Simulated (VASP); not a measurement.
A run of VASP 6.6.1:

Contents of INCAR:

```
PREC = Accurate ; ENCUT = 600
EDIFF = 1E-6 ; ISMEAR = 0
SIGMA = 0.01 ; LREAL = F
LASPH = T ; NELM = 120
ALGO = Normal ; ISIF = 2
LWAVE = F ; LCHARG = F
GGA = PS ; NBANDS = 24
GGA_COMPAT = F
```

Contents of KPOINTS:

```
regular mesh
0
Gamma
  3 3 3
```

Contents of POSCAR:

```
Sr2SO
1.0
    3.8275819698      0.0000000000      0.0000000000
    0.0000000000      3.8275819698      0.0000000000
    0.0000000000      0.0000000000      5.4121913352
Sr S O
2 1 1
Direct
    0.0000000000      0.0000000000      0.0000000000
    0.5000000000      0.5000000000      0.5000000000
    0.0000000000      0.0000000000      0.5000000000
    0.5000000000      0.5000000000      0.0000000000
```

Potentials or basis: VASP PAW PBE potentials, release 64 (Sr_sv, S, O).

Command:

```console
$ cat potpaw_PBE.64/Sr_sv/POTCAR potpaw_PBE.64/S/POTCAR potpaw_PBE.64/O/POTCAR > POTCAR
$ mpirun -np 1 vasp_std > vasp.out
```

Hardware: 1 thread of AMD EPYC 7R13 Processor (Zen 3), with other jobs on the host.

Question: Estimate the wall time of this run.

Answer: It took 15 s on 1 thread of AMD EPYC 7R13 Processor (Zen 3), on a shared host, peak memory 0.18 GiB. Counts: scf iterations 14, k points 6.
